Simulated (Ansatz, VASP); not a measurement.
**Two plane-wave programs on Pd**

Contents of POSCAR:

```
Pd
1.0
    0.0000000000      1.9846763588      1.9846763588
    1.9846763588      0.0000000000      1.9846763588
    1.9846763588      1.9846763588      0.0000000000
Pd
1
Direct
    0.0000000000      0.0000000000      0.0000000000
```

File INCAR.step1:

```
  ALGO = Normal
  EDIFF = 1E-5
  ENCUT = 520
  GGA = PE
  ISIF = 2
  ISMEAR = -1
  LASPH = T
  LREAL = F
  LWAVE = T
  NBANDS = 11
  NELM = 60
  PREC = Accurate
  SIGMA = 0.05
```

File INCAR.step2:

```
  AEXX = 0.25
  ALGO = Normal
  EDIFF = 1E-7
  ENCUT = 520
  GGA = PS
  HFSCREEN = 0.207
  ISIF = 2
  ISMEAR = -1
  ISTART = 1
  LASPH = T
  LCHARG = T
  LELF = T
  LHFCALC = T
  LREAL = F
  LVHAR = T
  LWAVE = F
  NBANDS = 11
  NELM = 60
  PREC = Accurate
  PRECFOCK = Normal
  SIGMA = 0.05
```

Contents of KPOINTS:

```
k-points
0
Gamma
  6 6 6
```

Contents of input.yaml:

```yaml
crystal:
  lattice:
    - [0.0, 1.9846763588, 1.9846763588]
    - [1.9846763588, 0.0, 1.9846763588]
    - [1.9846763588, 1.9846763588, 0.0]
  atoms:
    - { symbol: Pd, position: [0.0, 0.0, 0.0] }
hamiltonian:
  xc:
    exchange: hjs_pbesol
    correlation: pbesol
    exx: { coeff: 0.25, omega: 0.207 }
  pseudopotentials: { kind: paw }
kpoints:
  mp_grid: { grid: [6, 6, 6] }
scf:
  occupations: { method: fermi_dirac, width: 0.05 }
output:
  forces: true
  stress: true
  eigenvalues: true
```

Alike in both runs: task single point; functional PBEsol-based screened hybrid with a share of 0.25 of exact exchange and HFSCREEN = 0.207; k mesh 6 × 6 × 6; occupations fermi-dirac, width 0.05 eV; no spin polarisation.

```csv
,VASP,Ansatz
version,VASP 6.6.1,Ansatz 0.2.0
potentials or method,"VASP PAW PBE potentials, release 64 (Pd)",Ansatz PAW
plane-wave cutoff (eV),520,420
valence electrons in the cell,10,18
```

VASP gave:

```
gap on the k mesh at the Fermi level (eV) : none
pressure (GPa)                            : -13.6
```

**Question.** Estimate Ansatz's values.

**Answer.** gap on the k mesh at the Fermi level (eV): none; pressure (GPa): -14.1.

VASP's potentials were made for PBE, not for PBEsol-based screened hybrid. A gap of «none» marks a metal or a gap that the smearing closes. With one functional, cell and mesh, what is left measures potentials, basis and numerics. VASP's potentials hold 10 valence electrons a cell and Ansatz's 18, so a difference there can come from the potentials and not from the codes.

The k mesh is coarse, so the values compare programs but aren't converged.
